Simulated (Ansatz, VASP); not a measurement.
**LaBiS2F in VASP and in Ansatz**

File INCAR:

```
  PREC = Accurate
  ENCUT = 520
  EDIFF = 1E-6
  ISMEAR = 0
  SIGMA = 0.1
  LREAL = False
  LASPH = True
  NELM = 80
  ALGO = Normal
  ISIF = 2
  LWAVE = False
  LCHARG = False
  GGA = PS
  NBANDS = 56
```

The input KPOINTS:

```
Automatic mesh
0
Gamma
  4 4 2
```

File POSCAR:

```
LaBiS2F
1.0
    4.0168270200      0.0000000000      0.0000000000
    0.0000000000      4.0168270200      0.0000000000
    0.0000000000      0.0000000000     14.0381200600
La Bi S F
2 2 4 2
Direct
    0.5000000000      0.0000000000      0.5877420000
    0.0000000000      0.5000000000      0.4122580000
    0.0000000000      0.5000000000      0.8677750000
    0.5000000000      0.0000000000      0.1322250000
    0.5000000000      0.0000000000      0.8900200000
    0.0000000000      0.5000000000      0.1099800000
    0.0000000000      0.5000000000      0.6902010000
    0.5000000000      0.0000000000      0.3097990000
    0.0000000000      0.0000000000      0.5000000000
    0.5000000000      0.5000000000      0.5000000000
```

Input for Ansatz:

```yaml
crystal:
  lattice:
    - [4.01682702, 0.0, 0.0]
    - [0.0, 4.01682702, 0.0]
    - [0.0, 0.0, 14.03812006]
  atoms:
    - { symbol: La, position: [0.5, 0.0, 0.587742] }
    - { symbol: La, position: [0.0, 0.5, 0.412258] }
    - { symbol: Bi, position: [0.0, 0.5, 0.867775] }
    - { symbol: Bi, position: [0.5, 0.0, 0.132225] }
    - { symbol: S, position: [0.5, 0.0, 0.89002] }
    - { symbol: S, position: [0.0, 0.5, 0.10998] }
    - { symbol: S, position: [0.0, 0.5, 0.690201] }
    - { symbol: S, position: [0.5, 0.0, 0.309799] }
    - { symbol: F, position: [0.0, 0.0, 0.5] }
    - { symbol: F, position: [0.5, 0.5, 0.5] }
basis:
  ecutwfc: 420
kpoints:
  mp_grid: { grid: [4, 4, 2] }
hamiltonian:
  xc: pbesol
scf:
  occupations: { method: gaussian, width: 0.1 }
output:
  forces: true
  stress: true
  eigenvalues: true
```

Alike in both runs: task single point; functional PBEsol; k mesh 4 × 4 × 2; occupations gaussian, width 0.1 eV; no spin polarisation.

|  | VASP | Ansatz |
| --- | --- | --- |
| version | VASP 6.6.1 | Ansatz 0.2.0 |
| potentials or method | VASP PAW PBE potentials, release 64 (La, Bi_d, S, F), cutoff 520 eV | scalar-relativistic, plane waves, PAW |
| valence electrons in the cell | 90 | 90 |

Ansatz gave:

| Quantity | Value |
| --- | --- |
| gap on the k mesh at the Fermi level (eV) | none |
| pressure (GPa) | 3.5 |
| traceless stress, the component that is largest in VASP (GPa) | 1.71 |
| rms of the force components (eV/Å) | 1.465 |

**Question.** What did VASP give for the same quantities?

**Answer.** gap on the k mesh at the Fermi level (eV): none; pressure (GPa): 3.4; traceless stress, the component that is largest in VASP (GPa): 1.76; rms of the force components (eV/Å): 1.468.

VASP's potentials were made for PBE, not for PBEsol. Atom by atom the forces differ by 0.006 eV/Å (rms over components). A gap of «none» marks a metal or a gap that the smearing closes.

The k mesh is coarse, so the values compare programs but aren't converged. Neither program's run includes spin-orbit coupling.
